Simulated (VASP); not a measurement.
## Hf: single point with PBE

Hf:

```
CELL_PARAMETERS angstrom
2.91381 0.00000 0.00000
0.00000 2.91381 0.00000
0.00000 0.00000 2.91381
ATOMIC_POSITIONS crystal
Hf 0.50000 0.50000 0.50000
```

```
Program                : VASP 6.6.1
Task                   : single point
Functional             : PBE
Potentials or basis    : VASP PAW PBE potentials, release 64 (Hf_pv)
Cutoff                 : 520 eV
k mesh                 : 9 × 9 × 9
Occupations            : fermi-dirac, width 0.05 eV
Spin                   : no spin polarisation
Dipole correction      : no
Further INCAR settings : ALGO = Normal; EDIFF = 1e-06; NBANDS = 11
```

```
Pressure               : -0.2 GPa
Band gap on the k mesh : zero (band 5 reaches 4.48 eV, above the bottom of band 6 at 2.42 eV)
```

Levels at points of the mesh, in eV from the Fermi level:
```csv
k point,band 1,band 2,band 3,band 4,band 5,band 6,band 7,band 8,band 9,band 10
"(0.00, 0.00, 0.00)",-29.89,-29.89,-29.89,-6.42,-1.34,-1.34,6.55,6.55,6.55,12.90
```

It took 5.3 s on 1 thread of Intel(R) Xeon(R) Platinum 8488C (Sapphire Rapids), with other jobs on the host, peak memory 0.14 GiB.

Caveat: spin-orbit coupling is left out, which moves the levels of the heavy elements.
